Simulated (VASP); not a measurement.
# Ti (P6_3/mmc) in VASP: relaxation of cell and atoms with PBE

Aim: the relaxation of cell and atoms of Ti with PBE.

Everything below comes from runs of VASP 6.6.1. Logs are shortened: lines on timing, memory, paths and dates and some standing lists are left out, and cuts for length are marked.

## (1) The cell of the first run

The structure is hexagonal, space group P6_3/mmc (No. 194). Conventional cell: a = 2.592 Å, b = 2.592 Å, c = 4.199 Å, α = 90.00°, β = 90.00°, γ = 120.00°. Within 3.4 Å of Ti (site symmetry -6m2) lie 12 Ti at 2.58 to 2.59 Å.

## (2) Relaxation of cell and atoms, PBE, target pressure 68 GPa, at which the enthalpy is minimised

Contents of INCAR:

```
PREC = Accurate ; ENCUT = 600
EDIFF = 1E-6 ; ISMEAR = -1
SIGMA = 0.1 ; LREAL = False
LASPH = True ; NELM = 60
ALGO = Normal ; ISIF = 3
LWAVE = False ; LCHARG = False
GGA = PE ; IBRION = 2
NSW = 60 ; EDIFFG = -0.005
PSTRESS = 680.0
```

Contents of KPOINTS:

```
regular mesh
0
Gamma
  17 17 9
```

Contents of POSCAR:

```
Ti
1.0
    2.5919231842      0.0000000000      0.0000000000
   -1.2959615921      2.2446713222      0.0000000000
    0.0000000000      0.0000000000      4.1989155584
Ti
2
Direct
    0.3333333333      0.6666666667      0.2500000000
    0.6666666667      0.3333333333      0.7500000000
```

Potentials or basis: VASP PAW PBE potentials, release 64 (Ti_sv).

Started as:

```console
$ cat potpaw_PBE.64/Ti_sv/POTCAR > POTCAR
$ mpirun -np 1 vasp_std > vasp.out
```

OUTCAR:

```text
PREC = Accurate
   ENCUT = 600
   EDIFF = 1E-6
   ISMEAR = -1
   LREAL = False
   LASPH = True
   NELM = 60
   ISIF = 3
   GGA = PE
   IBRION = 2
   NSW = 60
   EDIFFG = -0.005
   PSTRESS = 680.0

 ion  position               nearest neighbor table
   1  0.333  0.667  0.250-   2 2.58   2 2.58   2 2.58   2 2.58   2 2.58   2 2.58
   2  0.667  0.333  0.750-   1 2.58   1 2.58   1 2.58   1 2.58   1 2.58   1 2.58

  LATTYP: Found a hexagonal cell.
 ALAT       =     2.5919231842
 C/A-ratio  =     1.6200000000

  Lattice vectors:

 A1 = (   2.5919231842,   0.0000000000,   0.0000000000)
 A2 = (  -1.2959615921,   2.2446713222,   0.0000000000)
 A3 = (   0.0000000000,   0.0000000000,   4.1989155584)

Analysis of symmetry for initial positions (statically):
=====================================================================
 Subroutine PRICEL returns:
 Original cell was already a primitive cell.

 Routine SETGRP: Setting up the symmetry group for a
 hexagonal supercell.

 Subroutine GETGRP returns: Found 24 space group operations
 (whereof 12 operations were pure point group operations)
 out of a pool of 24 trial point group operations.

The static configuration has the point symmetry D_3d.
 The point group associated with its full space group is D_6h.

Analysis of symmetry for dynamics (positions and initial velocities):
=====================================================================
 Subroutine PRICEL returns:
 Original cell was already a primitive cell.

 Routine SETGRP: Setting up the symmetry group for a
 hexagonal supercell.

 Subroutine GETGRP returns: Found 24 space group operations
 (whereof 12 operations were pure point group operations)
 out of a pool of 24 trial point group operations.

The dynamic configuration has the point symmetry D_3d.
 The point group associated with its full space group is D_6h.

 Subroutine INISYM returns: Found 24 space group operations
 (whereof 12 operations are pure point group operations),
 and found     1 'primitive' translations

----------------------------------------------------------------------------------------

                                     Primitive cell

  volume of cell :      24.4294

  direct lattice vectors                    reciprocal lattice vectors
     2.591923184  0.000000000  0.000000000     0.385813903  0.222749761  0.000000000
    -1.295961592  2.244671322  0.000000000     0.000000000  0.445499522  0.000000000
     0.000000000  0.000000000  4.198915558     0.000000000  0.000000000  0.238156730

  length of vectors
     2.591923184  2.591923184  4.198915558     0.445499522  0.445499522  0.238156730

  position of ions in fractional coordinates (direct lattice)
     0.333333333  0.666666667  0.250000000
     0.666666667  0.333333333  0.750000000

  ion indices of the primitive-cell ions
   primitive index   ion index
                 1           1
                 2           2

----------------------------------------------------------------------------------------

 KPOINTS: regular mesh

Automatic generation of k-mesh.
 Grid dimensions read from file:
 generate k-points for:   17   17    9

 Generating k-lattice:

  Cartesian coordinates                     Fractional coordinates (reciprocal lattice)
     0.022694935  0.013102927  0.000000000     0.058823529  0.000000000  0.000000000
     0.000000000  0.026205854  0.000000000     0.000000000  0.058823529  0.000000000
     0.000000000  0.000000000  0.026461859     0.000000000  0.000000000  0.111111111

  Length of vectors
     0.026205854  0.026205854  0.026461859

  Shift w.r.t. Gamma in fractional coordinates (k-lattice)
     0.000000000  0.000000000  0.000000000

 Subroutine IBZKPT returns following result:
 ===========================================

 Found    165 irreducible k-points:

 Following reciprocal coordinates:
            Coordinates               Weight
  0.000000  0.000000  0.000000      1.000000
  0.058824  0.000000  0.000000      6.000000
  0.117647  0.000000  0.000000      6.000000
  0.176471  0.000000  0.000000      6.000000
  0.235294  0.000000  0.000000      6.000000
  0.294118 -0.000000  0.000000      6.000000
[... 16 lines left out ...]
  0.411765  0.117647  0.000000     12.000000
  0.176471  0.176471  0.000000      6.000000
 [... further k-points ...]
   k-points           NKPTS =    165   k-points in BZ     NKDIM =    165   number of bands    NBANDS=     16
   number of dos      NEDOS =    301   number of ions     NIONS =      2
   total plane-waves  NPLWV =  20736
   dimension x,y,z NGX =    24 NGY =   24 NGZ =   36
   dimension x,y,z NGXF=    48 NGYF=   48 NGZF=   72
   ions per type =               2
   NGX,Y,Z   is equivalent  to a cutoff of  15.39, 15.39, 14.25 a.u.
   NGXF,Y,Z  is equivalent  to a cutoff of  30.79, 30.79, 28.51 a.u.
 SYSTEM =  unknown system
   PREC   = accura    normal or accurate (medium, high low for compatibility)
   ISTART =      0    job   : 0-new  1-cont  2-samecut
   ICHARG =      2    charge: 1-file 2-atom 10-const
   ISPIN  =      1    spin polarized calculation?
   LNONCOLLINEAR =      F non collinear calculations
   LSORBIT =      F    spin-orbit coupling
   LASPH  =      T    aspherical Exc in radial PAW
   ENCUT  =  600.0 eV  44.10 Ry    6.64 a.u.   5.18  5.18  8.39*2*pi/ulx,y,z
   NELM   =     60;   NELMIN=  2; NELMDL= -5     # of ELM steps
   EDIFF  = 0.1E-05   stopping-criterion for ELM
   LREAL  =      F    real-space projection
   EDIFFG = -.5E-02   stopping-criterion for IOM
   NSW    =     60    number of steps for IOM
   IBRION =      2    ionic relax: 0-MD 1-quasi-New 2-CG
   NFREE  =      1    steps in history (QN), initial steepest desc. (CG)
   ISIF   =      3    stress and relaxation
   ISYM   =      2    0-nonsym 1-usesym 2-fastsym
   POTIM  = 0.5000    time-step for ionic-motion
   TEBEG  =    0.0;   TEEND  =   0.0 temperature during run
   PSTRESS=  680.0 pullay stress
   NELECT =      24.0000    total number of electrons
   NUPDOWN=      -1.0000    fix difference up-down
   EMIN   =  10.00;   EMAX   =-10.00  energy-range for DOS
   EFERMI =   0.00;   METHOD = LEGACY
   ISMEAR =    -1;   SIGMA  =   0.10  broadening in eV -4-tet -1-fermi 0-gaus
   EFERMI_NEDOS =   21; number of points for ismear=-14 and -15
   IALGO  =     38    algorithm
   IMIX   =      4    mixing-type and parameters
     AMIX     =   0.40;   BMIX     =  1.00
     AMIX_MAG =   1.60;   BMIX_MAG =  1.00
  volume/ion in A,a.u.               =      12.21        82.43
  Fermi-wavevector in a.u.,A,eV,Ry     =   1.627451  3.075436 36.036344  2.648597
  Thomas-Fermi vector in A             =   2.720244
   LORBIT       =      0    0 simple, 1 ext, 2 COOP (PROOUT), +10 PAW based schemes
   GGA     = PE    functional components
   LHFCALC =     F    Hartree Fock is set to
   AEXX    =    0.0000 exact exchange contribution
   IVDW    =     0    specifies the selected vdW correction
   LEPSILON=     F    determine dielectric tensor
   LRPA    =     F    only Hartree local field effects (RPA)
 conjugate gradient relaxation of ions
 non-spin polarized calculation
  energy-cutoff  :      600.00
  volume of cell :       24.43
 maximum number of plane-waves:       828
 NGX is ok and might be reduce to    24
   NGX = 11   NGY = 11   NGZ = 17

--------------------------------------- Ionic step        1  -------------------------------------------

 number of electron      24.0000000 magnetization

 Free energy of the ion-electron system (eV)
  ---------------------------------------------------
  ext. energy  EPLUGINS =         0.00000000
  ---------------------------------------------------
  free energy    TOTEN  =       -13.95390804 eV

  energy without entropy =      -13.89433762  energy(sigma->0) =      -13.92412283

------------------------ aborting loop because EDIFF is reached ----------------------------------------

  FORCE on cell =-STRESS in cart. coord.  units (eV):
  Direction    XX          YY          ZZ          XY          YZ          ZX
  --------------------------------------------------------------------------------------
  -------------------------------------------------------------------------------------
  Total       10.5567829     10.5567829     10.7018325     -0.0000000      0.0000000      0.0000000
  in kB      692.3570967    692.3570967    701.8700421     -0.0000000      0.0000000      0.0000000
  external PRESSURE =      15.5280785 kB  Pullay stress =     680.0000000 kB

 VOLUME and BASIS-vectors are now :
 -----------------------------------------------------------------------------
  energy-cutoff  :      600.00
  volume of cell :       24.43
      direct lattice vectors                 reciprocal lattice vectors
     2.591923184  0.000000000  0.000000000     0.385813903  0.222749761  0.000000000
    -1.295961592  2.244671322  0.000000000     0.000000000  0.445499522  0.000000000
     0.000000000  0.000000000  4.198915558     0.000000000  0.000000000  0.238156730
[... 198 lines left out ...]
  FREE ENERGIE OF THE ION-ELECTRON SYSTEM (eV)
  ---------------------------------------------------
  free  energy   TOTEN  =       -14.0015930838 eV

  energy  without entropy=      -13.9416704440  energy(sigma->0) =      -13.97163176

  enthalpy is  TOTEN    =        -3.5863446751 eV   P V=       10.4152484088

--------------------------------------- Ionic step        7  -------------------------------------------

 number of electron      24.0000000 magnetization

 Free energy of the ion-electron system (eV)
  ---------------------------------------------------
  ext. energy  EPLUGINS =         0.00000000
  ---------------------------------------------------
  free energy    TOTEN  =       -14.00109479 eV

  energy without entropy =      -13.94116020  energy(sigma->0) =      -13.97112750

 E-fermi :  12.5309     XC(G=0): -13.2402

 val. band max:       12.5258427088   @ k =   0.0000   0.0000   0.4444
 cond. band min:      12.5376730473   @ k =   0.1176   0.0588   0.3333
 fundamental gap:      0.0118303385
 Fermi energy:        12.5309244154

 k-point     1 :       0.0000    0.0000    0.0000
  band No.  band energies     occupation
      1     -43.9207      2.00000
      2     -43.4510      2.00000
      3     -21.0153      2.00000
      4     -19.2560      2.00000
      5     -19.2560      2.00000
      6     -19.0736      2.00000
[... 8 lines left out ...]
     15      14.2113      0.00000
     16      14.5404      0.00000
[... 419 lines left out ...]
 k-point    24 :       0.1765    0.1765    0.0000
  band No.  band energies     occupation
      1     -43.6314      2.00000
      2     -43.3323      2.00000
      3     -20.5047      2.00000
      4     -20.1051      2.00000
      5     -20.0931      2.00000
      6     -19.5445      2.00000
[... 8 lines left out ...]
     15      14.3031      0.00000
     16      15.1017      0.00000

 [... further k-points ...]
[... 5 lines left out ...]
  --------------------------------------------------------------------------------------
  -------------------------------------------------------------------------------------
  Total       10.4108470     10.4108470     10.4172258      0.0000000      0.0000000      0.0000000
  in kB      679.7452696    679.7452697    680.1617565      0.0000000      0.0000000      0.0000000
  external PRESSURE =      -0.1159014 kB  Pullay stress =     680.0000000 kB

 VOLUME and BASIS-vectors are now :
 -----------------------------------------------------------------------------
  energy-cutoff  :      600.00
  volume of cell :       24.54
      direct lattice vectors                 reciprocal lattice vectors
     2.590718453 -0.000000000 -0.000000000     0.385993313  0.222853343  0.000000000
    -1.295359226  2.243627994  0.000000000     0.000000000  0.445706687 -0.000000000
    -0.000000000  0.000000000  4.221622377     0.000000000 -0.000000000  0.236875758

 POSITION                                       TOTAL-FORCE (eV/Angst)
 -----------------------------------------------------------------------------------
     -0.00000      1.49575      1.05541         0.000000     -0.000000     -0.000000
      1.29536      0.74788      3.16622        -0.000000      0.000000      0.000000
 -----------------------------------------------------------------------------------
    total drift:                               -0.000000      0.000000     -0.000000

  FREE ENERGIE OF THE ION-ELECTRON SYSTEM (eV)
  ---------------------------------------------------
  free  energy   TOTEN  =       -14.0010947934 eV

  energy  without entropy=      -13.9411601986  energy(sigma->0) =      -13.97112750

  enthalpy is  TOTEN    =        -3.5863464076 eV   P V=       10.4147483858

 reached required accuracy - stopping structural energy minimisation
```

It took 2.7 min on 1 thread of Intel Xeon 6975P-C (Granite Rapids), shared host; peak memory 0.2 GiB.

Results:

```yaml
Free_energy: -14.0011 eV
Relaxed_volume: 12.27 Å³/atom
Relaxed_cell: a = 2.591 Å, b = 2.591 Å, c = 4.222 Å, α = 90.00°, β = 90.00°, γ = 120.00°
Space_group_after_relaxing_to_0.1_Å: P6_3/mmc (No. 194)
Energy_change_on_relaxing_the_run_minimises_the_enthalpy: -23.6 meV/atom
Ionic_steps: 7
Pressure_after_relaxing: 68.0 GPa
Band_gap_on_the_k_mesh: zero (bands 12 and 13 overlap by 1.35 eV)
```

Step by step:
| step | energy change (eV) | largest force (eV/Å) | pressure (GPa) | volume (Å³) |
| --- | --- | --- | --- | --- |
| 1 | 0.0000 | 0.0000 | 69.55 | 24.43 |
| 2 | -0.1759 | 0.0000 | 64.37 | 24.85 |
| 3 | -0.0548 | 0.0000 | 67.87 | 24.56 |
| 4 | -0.0535 | 0.0000 | 67.91 | 24.55 |
| 5 | -0.0508 | 0.0000 | 67.88 | 24.55 |
| 6 | -0.0477 | 0.0000 | 67.91 | 24.54 |
| 7 | -0.0472 | 0.0000 | 67.99 | 24.54 |

Final structure:
```xyz
2
Lattice="2.5907 0.0000 0.0000 -1.2954 2.2436 0.0000 0.0000 0.0000 4.2216" Properties=species:S:1:pos:R:3 pbc="T T T"
Ti    0.0000    1.4958    1.0554
Ti    1.2954    0.7479    3.1662
```

Levels at points of the mesh, in eV from the Fermi level:
| k point | band 9 | band 10 | band 11 | band 12 | band 13 | band 14 | band 15 | band 16 |
| --- | --- | --- | --- | --- | --- | --- | --- | --- |
| (0.00, 0.00, 0.00) | -6.73 | -3.61 | 0.85 | 0.94 | 0.94 | 1.68 | 1.68 | 2.01 |

Caveat: the cell is relaxed towards a set pressure, so the run minimises the enthalpy, not the energy.
